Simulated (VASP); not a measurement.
Write the native input for VASP 6.6.1 that does the following.

```yaml
Task: single point
Functional: PBE
Potentials_or_basis: VASP PAW PBE potentials, release 64 (Al, O)
Cutoff: 520 eV
k_mesh: 9 × 3 × 1
Occupations: gaussian, width 0.1 eV
Spin: no spin polarisation
Dipole_correction: yes
Further_INCAR_settings: ALGO = Normal; EDIFF = 1e-06; NBANDS = 28; NELMDL = -8
```

The structure of Al9O lies in POSCAR:

```
Al9O
1.0
    2.8535431553      0.0000000000      0.0000000000
   -1.4267715777      9.7014842378      0.0000000000
    0.0000000000      0.0000000000     20.2903703566
Al O
9 1
Direct
    0.5324432082      0.0648864163      0.1971378506
    0.6709612116      0.3419224231      0.2462112387
    0.2986648122      0.5973296244      0.2560259163
    0.9263684129      0.8527368258      0.2658405940
    0.0639544175      0.1277109188      0.3154271765
    0.1995835182      0.4042231282      0.3707799904
    0.8288001109      0.6596656509      0.3785021740
    0.4526153906      0.9110819271      0.3874246327
    1.0983088435     -0.0540471259      0.5350598296
    0.5924854425      0.9314072012      0.4781523647
```

One way to write it, as run:

INCAR

```
SYSTEM = Al9O
ALGO     = Normal         ! electronic algorithm
DIPOL    = 0.5 0.5 0.343
EDIFF    = 1E-6           ! SCF threshold, eV
ENCUT    = 520            ! plane-wave cutoff, eV
GGA      = PE             ! functional
GGA_COMPAT= .False.      
IDIPOL   = 3            
ISIF     = 2              ! what is computed and relaxed
ISMEAR   = 0              ! smearing method
LASPH    = .True.         ! aspherical terms in the spheres
LCHARG   = .False.        ! write CHGCAR
LDIPOL   = .True.       
LREAL    = .False.        ! projectors in reciprocal space
LWAVE    = .False.        ! write WAVECAR
NBANDS   = 28             ! bands
NELM     = 120            ! most SCF steps
NELMDL   = -8           
PREC     = Accurate       ! precision mode
SIGMA    = 0.1            ! smearing width, eV
```

KPOINTS

```
k-points
0
Gamma
  9 3 1
  0 0 0
```

Potentials or basis: VASP PAW PBE potentials, release 64 (Al, O).

Run with:

```sh
$ cat potpaw_PBE.64/Al/POTCAR potpaw_PBE.64/O/POTCAR > POTCAR
$ mpirun -np 1 vasp_std > vasp.out
```

Results of the run:

```
Largest force          : 0.580 eV/Å
Band gap on the k mesh : zero (an odd number of electrons rules out a gap without spin polarisation)
```

Caveat: an odd number of electrons without spin polarisation forces a metal; a magnetic or distorted state may lie lower.

Wall time 18 min on 1 thread of Intel Xeon 8259CL, on a shared host, peak memory 0.7 GiB.
